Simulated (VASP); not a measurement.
# Gd (Im-3m) in VASP: further runs

The runs below take Gd through single point, relaxation of volume and atoms at fixed shape, with revPBE.

Everything below comes from runs of VASP 6.6.1. Logs are shortened: lines on timing, memory, paths and dates and some standing lists are left out, and cuts for length are marked.

## 1. The cell of the first run

The structure is cubic, space group Im-3m (No. 229). Conventional cell: a = 4.092 Å, b = 4.092 Å, c = 4.092 Å, α = 90.00°, β = 90.00°, γ = 90.00°. Within 4.7 Å of Gd (site symmetry m-3m) lie 14 Gd at 3.54 to 4.09 Å.

## 2. Single point, revPBE, collinear spin, ferromagnetic start

INCAR

```
SYSTEM = Gd
ALGO = Normal
EDIFF = 1E-7
ENCUT = 520
GGA = RE
ISIF = 2
ISMEAR = 1
ISPIN = 2
LASPH = .TRUE.
LCHARG = .TRUE.
LELF = .TRUE.
LMAXMIX = 6
LORBIT = 11
LREAL = .FALSE.
LVHAR = .TRUE.
LWAVE = .FALSE.
MAGMOM = 7
NBANDS = 19
NELM = 150
PREC = Accurate
SIGMA = 0.1
```

KPOINTS

```
k-points
0
G
  6 6 6
  0 0 0
```

POSCAR

```
Gd
1.0
   -2.0458320271      2.0458320271      2.0458320271
    2.0458320271     -2.0458320271      2.0458320271
    2.0458320271      2.0458320271     -2.0458320271
Gd
1
Direct
    0.0000000000      0.0000000000      0.0000000000
```

Potentials or basis: VASP PAW PBE potentials, release 64 (Gd).

On the command line:

```sh
$ cat potpaw_PBE.64/Gd/POTCAR > POTCAR
$ mpirun -np 1 vasp_std > vasp.out
```

OUTCAR:

```text
SYSTEM = Gd
   EDIFF = 1E-7
   ENCUT = 520
   GGA = RE
   ISIF = 2
   ISMEAR = 1
   ISPIN = 2
   LASPH = .TRUE.
   LORBIT = 11
   LREAL = .FALSE.
   NELM = 150
   PREC = Accurate

 ion  position               nearest neighbor table
   1  0.000  0.000  0.000-

  LATTYP: Found a body centered cubic cell.
 ALAT       =     4.0916640542

  Lattice vectors:

 A1 = (  -2.0458320271,   2.0458320271,   2.0458320271)
 A2 = (   2.0458320271,  -2.0458320271,   2.0458320271)
 A3 = (   2.0458320271,   2.0458320271,  -2.0458320271)

Analysis of symmetry for initial positions (statically):
=====================================================================
 Subroutine PRICEL returns:
 Original cell was already a primitive cell.

 Routine SETGRP: Setting up the symmetry group for a
 body centered cubic supercell.

 Subroutine GETGRP returns: Found 48 space group operations
 (whereof 48 operations were pure point group operations)
 out of a pool of 48 trial point group operations.

The static configuration has the point symmetry O_h .

Analysis of symmetry for dynamics (positions and initial velocities):
=====================================================================
 Subroutine PRICEL returns:
 Original cell was already a primitive cell.

 Routine SETGRP: Setting up the symmetry group for a
 body centered cubic supercell.

 Subroutine GETGRP returns: Found 48 space group operations
 (whereof 48 operations were pure point group operations)
 out of a pool of 48 trial point group operations.

The dynamic configuration has the point symmetry O_h .

Analysis of structural, dynamic, and magnetic symmetry:
=====================================================================
 Subroutine PRICEL returns:
 Original cell was already a primitive cell.

 Routine SETGRP: Setting up the symmetry group for a
 body centered cubic supercell.

 Subroutine GETGRP returns: Found 48 space group operations
 (whereof 48 operations were pure point group operations)
 out of a pool of 48 trial point group operations.

The overall configuration has the point symmetry O_h .

 Subroutine INISYM returns: Found 48 space group operations
 (whereof 48 operations are pure point group operations),
 and found     1 'primitive' translations

----------------------------------------------------------------------------------------

                                     Primitive cell

  volume of cell :      34.2507

  direct lattice vectors                    reciprocal lattice vectors
    -2.045832027  2.045832027  2.045832027     0.000000000  0.244399341  0.244399341
     2.045832027 -2.045832027  2.045832027     0.244399341  0.000000000  0.244399341
     2.045832027  2.045832027 -2.045832027     0.244399341  0.244399341  0.000000000

  length of vectors
     3.543485015  3.543485015  3.543485015     0.345632863  0.345632863  0.345632863

  position of ions in fractional coordinates (direct lattice)
     0.000000000  0.000000000  0.000000000

  ion indices of the primitive-cell ions
   primitive index   ion index
                 1           1

----------------------------------------------------------------------------------------

 KPOINTS: k-points

Automatic generation of k-mesh.
 Grid dimensions read from file:
 generate k-points for:    6    6    6

 Generating k-lattice:

  Cartesian coordinates                     Fractional coordinates (reciprocal lattice)
     0.000000000  0.040733224  0.040733224     0.166666667  0.000000000  0.000000000
     0.040733224  0.000000000  0.040733224     0.000000000  0.166666667  0.000000000
     0.040733224  0.040733224  0.000000000     0.000000000  0.000000000  0.166666667

  Length of vectors
     0.057605477  0.057605477  0.057605477

  Shift w.r.t. Gamma in fractional coordinates (k-lattice)
     0.000000000  0.000000000  0.000000000

 Subroutine IBZKPT returns following result:
 ===========================================

 Found     16 irreducible k-points:

 Following reciprocal coordinates:
            Coordinates               Weight
  0.000000  0.000000  0.000000      1.000000
  0.166667  0.000000  0.000000     12.000000
  0.333333  0.000000  0.000000     12.000000
  0.500000  0.000000  0.000000      6.000000
  0.166667  0.166667  0.000000     24.000000
  0.333333  0.166667  0.000000     48.000000
[... 8 lines left out ...]
  0.500000  0.500000  0.333333     12.000000
  0.500000  0.500000  0.500000      1.000000
   k-points           NKPTS =     16   k-points in BZ     NKDIM =     16   number of bands    NBANDS=     19
   number of dos      NEDOS =    301   number of ions     NIONS =      1
   total plane-waves  NPLWV =  21952
   dimension x,y,z NGX =    28 NGY =   28 NGZ =   28
   dimension x,y,z NGXF=    56 NGYF=   56 NGZF=   56
   ions per type =               1
   NGX,Y,Z   is equivalent  to a cutoff of  13.14, 13.14, 13.14 a.u.
   NGXF,Y,Z  is equivalent  to a cutoff of  26.27, 26.27, 26.27 a.u.
 SYSTEM =  Gd
   PREC   = accura    normal or accurate (medium, high low for compatibility)
   ISTART =      0    job   : 0-new  1-cont  2-samecut
   ICHARG =      2    charge: 1-file 2-atom 10-const
   ISPIN  =      2    spin polarized calculation?
   LNONCOLLINEAR =      F non collinear calculations
   LSORBIT =      F    spin-orbit coupling
   LASPH  =      T    aspherical Exc in radial PAW
   ENCUT  =  520.0 eV  38.22 Ry    6.18 a.u.   6.59  6.59  6.59*2*pi/ulx,y,z
   NELM   =    150;   NELMIN=  2; NELMDL= -5     # of ELM steps
   EDIFF  = 0.1E-06   stopping-criterion for ELM
   LREAL  =      F    real-space projection
   EDIFFG = 0.1E-05   stopping-criterion for IOM
   NSW    =      0    number of steps for IOM
   IBRION =     -1    ionic relax: 0-MD 1-quasi-New 2-CG
   NFREE  =      0    steps in history (QN), initial steepest desc. (CG)
   ISIF   =      2    stress and relaxation
   ISYM   =      2    0-nonsym 1-usesym 2-fastsym
   POTIM  = 0.5000    time-step for ionic-motion
   TEBEG  =    0.0;   TEEND  =   0.0 temperature during run
   PSTRESS=    0.0 pullay stress
   NELECT =      18.0000    total number of electrons
   NUPDOWN=      -1.0000    fix difference up-down
   EMIN   =  10.00;   EMAX   =-10.00  energy-range for DOS
   EFERMI =   0.00;   METHOD = LEGACY
   ISMEAR =     1;   SIGMA  =   0.10  broadening in eV -4-tet -1-fermi 0-gaus
   EFERMI_NEDOS =   21; number of points for ismear=-14 and -15
   IALGO  =     38    algorithm
   IMIX   =      4    mixing-type and parameters
     AMIX     =   0.40;   BMIX     =  1.00
     AMIX_MAG =   1.60;   BMIX_MAG =  1.00
  volume/ion in A,a.u.               =      34.25       231.14
  Fermi-wavevector in a.u.,A,eV,Ry     =   1.321120  2.496555 23.747048  1.745359
  Thomas-Fermi vector in A             =   2.450897
   LORBIT       =     11    0 simple, 1 ext, 2 COOP (PROOUT), +10 PAW based schemes
   GGA     = RE    functional components
   LHFCALC =     F    Hartree Fock is set to
   AEXX    =    0.0000 exact exchange contribution
   IVDW    =     0    specifies the selected vdW correction
   LEPSILON=     F    determine dielectric tensor
   LRPA    =     F    only Hartree local field effects (RPA)
 spin polarized calculation
 Methfessel and Paxton  Order N= 1 SIGMA  =   0.10
  energy-cutoff  :      520.00
  volume of cell :       34.25
 maximum number of plane-waves:       935
 NGX is ok and might be reduce to    28
   NGX = 13   NGY = 13   NGZ = 13

 number of electron      18.0000006 magnetization       7.5845444

 Free energy of the ion-electron system (eV)
  ---------------------------------------------------
  ext. energy  EPLUGINS =         0.00000000
  ---------------------------------------------------
  free energy    TOTEN  =       -11.39607739 eV

  energy without entropy =      -11.39540093  energy(sigma->0) =      -11.39585190

 E-fermi :   2.9094     XC(G=0):  -9.7480

 val. band max:        2.8866699880   @ k =  -0.3333   0.3333   0.1667
 cond. band min:       2.9547126220   @ k =   0.3333   0.1667   0.1667
 fundamental gap:      0.0680426340
 Fermi energy:         2.9094055712

 spin component 1

 k-point     1 :       0.0000    0.0000    0.0000
  band No.  band energies     occupation
      1     -42.5457      1.00000
      2     -19.5784      1.00000
      3     -19.5784      1.00000
      4     -19.5784      1.00000
      5      -2.1636      1.00000
      6      -2.1636      1.00000
[... 11 lines left out ...]
     18      13.1406      0.00000
     19      13.1406      0.00000

 k-point     2 :       0.1667    0.0000    0.0000
  band No.  band energies     occupation
      1     -42.5315      1.00000
      2     -19.7405      1.00000
      3     -19.6297      1.00000
      4     -19.5791      1.00000
      5      -2.1559      1.00000
      6      -2.1464      1.00000
[... 300 lines left out ...]
 k-point    16 :       0.5000    0.5000    0.5000
  band No.  band energies     occupation
      1     -42.4457      1.00000
      2     -20.0118      1.00000
      3     -20.0118      1.00000
      4     -20.0118      1.00000
      5      -2.1909      1.00000
      6      -2.1136      1.00000
[... 11 lines left out ...]
     18       8.5588      0.00000
     19       8.5588      0.00000
 Fermi energy:         2.9094055712

 spin component 2

 k-point     1 :       0.0000    0.0000    0.0000
  band No.  band energies     occupation
      1     -39.2609      1.00000
      2     -17.1849      1.00000
      3     -17.1849      1.00000
      4     -17.1849      1.00000
      5      -1.2609      1.00000
      6       3.2168     -0.00006
[... 11 lines left out ...]
     18      14.0380      0.00000
     19      14.0380      0.00000

 k-point     2 :       0.1667    0.0000    0.0000
  band No.  band energies     occupation
      1     -39.2429      1.00000
      2     -17.3839      1.00000
      3     -17.2457      1.00000
      4     -17.1865      1.00000
      5      -0.5083      1.00000
      6       3.1826     -0.00039
[... 300 lines left out ...]
 k-point    16 :       0.5000    0.5000    0.5000
  band No.  band energies     occupation
      1     -39.1354      1.00000
      2     -17.6990      1.00000
      3     -17.6990      1.00000
      4     -17.6990      1.00000
      5       1.8325      1.00000
      6       1.8325      1.00000
[... 11 lines left out ...]
     18       9.7646      0.00000
     19       9.7646      0.00000

------------------------ aborting loop because EDIFF is reached ----------------------------------------

  FORCE on cell =-STRESS in cart. coord.  units (eV):
  Direction    XX          YY          ZZ          XY          YZ          ZX
  --------------------------------------------------------------------------------------
  -------------------------------------------------------------------------------------
  Total       -0.0057769     -0.0057769     -0.0057769      0.0000000     -0.0000000      0.0000000
  in kB       -0.2702306     -0.2702306     -0.2702306      0.0000000     -0.0000000      0.0000000
  external PRESSURE =      -0.2702306 kB  Pullay stress =       0.0000000 kB

 VOLUME and BASIS-vectors are now :
 -----------------------------------------------------------------------------
  energy-cutoff  :      520.00
  volume of cell :       34.25
      direct lattice vectors                 reciprocal lattice vectors
    -2.045832027  2.045832027  2.045832027     0.000000000  0.244399341  0.244399341
     2.045832027 -2.045832027  2.045832027     0.244399341  0.000000000  0.244399341
     2.045832027  2.045832027 -2.045832027     0.244399341  0.244399341  0.000000000

 POSITION                                       TOTAL-FORCE (eV/Angst)
 -----------------------------------------------------------------------------------
      0.00000      0.00000      0.00000         0.000000      0.000000      0.000000
 -----------------------------------------------------------------------------------
    total drift:                               -0.000000     -0.000000     -0.000000

  FREE ENERGIE OF THE ION-ELECTRON SYSTEM (eV)
  ---------------------------------------------------
  free  energy   TOTEN  =       -11.3960773921 eV

  energy  without entropy=      -11.3954009272  energy(sigma->0) =      -11.39585190

 total charge

# of ion       s       p       d       f       tot
--------------------------------------------------
    1        2.070   5.573   0.566   6.978  15.188

 magnetization (x)

# of ion       s       p       d       f       tot
--------------------------------------------------
    1        0.000  -0.065   0.220   6.829   6.983
```

Run time: 1.9 min. Hardware: 1 thread of Intel Xeon 8259CL, shared host; peak memory 0.19 GiB.

What came out:

| Quantity | Value |
| --- | --- |
| Free energy | -11.3961 eV |
| Pressure | 0.0 GPa |
| Net moment | 7.58 μB per cell |
| Site moments | Gd +6.98 μB |
| Valence electrons inside the program's atomic spheres | Gd 15.19 |

Caveat: the k points lie up to 0.36 Å⁻¹ apart; the PAW data sets were made with another functional, which shifts forces and pressure a little; spin-orbit coupling is left out, which moves the levels of the heavy elements.

## 3. Relaxation of volume and atoms at fixed shape, revPBE, collinear spin, ferromagnetic start

This run uses another cell than the first one, of 33.22 Å³/atom, 0.970 times its volume.

INCAR

```
SYSTEM = Gd
PREC = Accurate ; ENCUT = 600
EDIFF = 1E-6 ; ISMEAR = 1
SIGMA = 0.1 ; LREAL = .False.
LASPH = .True. ; NELM = 150
ALGO = Normal ; ISIF = 8
LWAVE = .False. ; LCHARG = .False.
ISPIN = 2 ; MAGMOM = 7
LORBIT = 11 ; LMAXMIX = 6
GGA = RE ; IBRION = 2
NSW = 80 ; EDIFFG = -0.03
```

KPOINTS

```
Automatic mesh
0
Gamma
  6 6 6
  0 0 0
```

POSCAR

```
Gd
1.0
   -2.0250000000      2.0250000000      2.0250000000
    2.0250000000     -2.0250000000      2.0250000000
    2.0250000000      2.0250000000     -2.0250000000
Gd
1
Direct
    0.0000000000      0.0000000000      0.0000000000
```

Potentials or basis: VASP PAW PBE potentials, release 64 (Gd).

On the command line:

```sh
$ cat potpaw_PBE.64/Gd/POTCAR > POTCAR
$ mpirun -np 1 vasp_std > vasp.out
```

Run time: 5.3 min. Hardware: 1 thread of Intel Xeon 8259CL, shared host; peak memory 0.2 GiB.

The run converged. Its results:

| Quantity | Value |
| --- | --- |
| Free energy | -11.3981 eV |
| Relaxed volume | 34.37 Å³/atom |
| Relaxed cell | a = 3.548 Å, b = 3.548 Å, c = 3.548 Å, α = 109.47°, β = 109.47°, γ = 109.47° |
| Space group after relaxing (to 0.05 Å) | Im-3m (No. 229) |
| Energy gained by relaxing | 3.1 meV/atom |
| Ionic steps | 4 |
| Pressure after relaxing | -0.1 GPa |
| Net moment | 7.59 μB per cell |
| Site moments | Gd +6.98 μB |
| Valence electrons inside the program's atomic spheres | Gd 15.19 |

Step by step:
```tsv
step	energy change (eV)	largest force (eV/Å)	pressure (GPa)	volume (Å³)
1	0.0000	0.0000	1.30	33.22
2	-0.0029	0.0000	-0.15	34.52
3	-0.0031	0.0000	0.24	34.14
4	-0.0031	0.0000	-0.13	34.37
```

Final structure:
```yaml
crystal:
  lattice:
    - [-2.04827, 2.04827, 2.04827]
    - [2.04827, -2.04827, 2.04827]
    - [2.04827, 2.04827, -2.04827]
  atoms:
    - { symbol: Gd, position: [0.00000, 0.00000, 0.00000] }
```

Levels at points of the mesh, in eV from the Fermi level:
Spin up:
| k point | band 11 | band 12 | band 13 | band 14 | band 15 | band 16 |
| --- | --- | --- | --- | --- | --- | --- |
| (0.00, 0.00, 0.00) | -4.97 | -4.94 | 1.28 | 1.28 | 1.28 | 3.41 |
| (0.50, 0.00, 0.00) | -4.96 | -2.36 | -0.26 | 0.92 | 3.29 | 4.04 |
| (0.50, 0.50, 0.50) | -4.96 | -1.82 | -1.82 | 5.25 | 5.25 | 5.25 |
Spin down:
| k point | band 3 | band 4 | band 5 | band 6 | band 7 | band 8 |
| --- | --- | --- | --- | --- | --- | --- |
| (0.00, 0.00, 0.00) | -20.11 | -20.11 | -4.16 | 0.31 | 0.31 | 0.31 |
| (0.50, 0.00, 0.00) | -20.34 | -20.11 | -1.48 | 0.31 | 0.35 | 0.43 |
| (0.50, 0.50, 0.50) | -20.62 | -20.62 | -1.07 | -1.07 | 0.35 | 0.42 |

Caveat: the k points lie up to 0.36 Å⁻¹ apart in the final cell; the PAW data sets were made with another functional, which shifts forces and pressure a little; spin-orbit coupling is left out, which moves the levels of the heavy elements. Zero-point motion and thermal expansion aren't in these numbers.
